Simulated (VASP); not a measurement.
A run of VASP 6.6.1 is set up as follows.

File INCAR:

```
SYSTEM = Pb
ALGO = Fast
EDIFF = 1E-6
ENCUT = 520
GGA = PS
ISIF = 2
ISMEAR = -1
LASPH = .TRUE.
LCHARG = .TRUE.
LELF = .TRUE.
LREAL = .FALSE.
LVHAR = .TRUE.
LWAVE = .FALSE.
NBANDS = 21
NELM = 60
PREC = Accurate
SIGMA = 0.05
```

KPOINTS

```
k-points
0
G
  9 9 5
  0 0 0
```

The input POSCAR:

```
Pb
1.0
    2.9681973303     -1.7266434243     -0.5287613396
    2.9681973303      1.7266434243     -0.5287613396
   -3.1271008071      0.0000000000      6.1996577526
Pb
2
Direct
    1.0000053139      1.0000053139      0.7499986506
   -0.0000053139     -0.0000053139      0.2500013494
```

Potentials or basis: VASP PAW PBE potentials, release 64 (Pb_d).

Run with:

```bash
$ cat potpaw_PBE.64/Pb_d/POTCAR > POTCAR
$ mpirun -np 1 vasp_std > vasp.out
```

Question: What does it give for the pressure?

Answer: 1.9 GPa.

Question: What does it give for the band gap on the k mesh?

Answer: Zero (band 14 reaches 13.38 eV, above the bottom of band 15 at 6.07 eV).

Caveat: the PAW data sets were made with another functional, which shifts forces and pressure a little; spin-orbit coupling is left out, which moves the levels of the heavy elements.
